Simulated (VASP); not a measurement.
PtS2, 3 atoms in the cell. The structure is trigonal, space group P-3m1 (No. 164). The conventional cell has a = 3.334 Å, b = 3.334 Å, c = 5.690 Å, α = 90.00°, β = 90.00°, γ = 120.00°. Pt (site symmetry -3m) has 6 S at 2.39 Å within 3.2 Å. S (site symmetry 3m) has 3 Pt at 2.39 Å within 3.2 Å.  This cell differs from its parent crystal: ratio of the length along z to the lengths across it x 1.2, volume and fractional coordinates fixed.

| Quantity | Value |
| --- | --- |
| Program | VASP 6.6.1 |
| Task | single point |
| Functional | PBEsol |
| Potentials or basis | VASP PAW PBE potentials, release 64 (Pt, S) |
| Cutoff | 520 eV |
| k mesh | 12 × 12 × 8 |
| Occupations | gaussian, width 0.05 eV |
| Spin | no spin polarisation |
| Dipole correction | no |
| Further INCAR settings | ALGO = Normal; EDIFF = 1e-07; NBANDS = 18 |

Potentials or basis: VASP PAW PBE potentials, release 64 (Pt, S).

Command:

```bash
$ cat potpaw_PBE.64/Pt/POTCAR potpaw_PBE.64/S/POTCAR > POTCAR
$ mpirun -np 1 vasp_std > vasp.out
```

Hardware: 1 thread of Intel(R) Xeon(R) 6975P-C (Granite Rapids), on a shared host.

Problem. Estimate the wall time of this run.

Solution. It took 53 s on 1 thread of Intel(R) Xeon(R) 6975P-C (Granite Rapids), on a shared host, peak memory 0.25 GiB. Counts: scf iterations 15, k points 131.
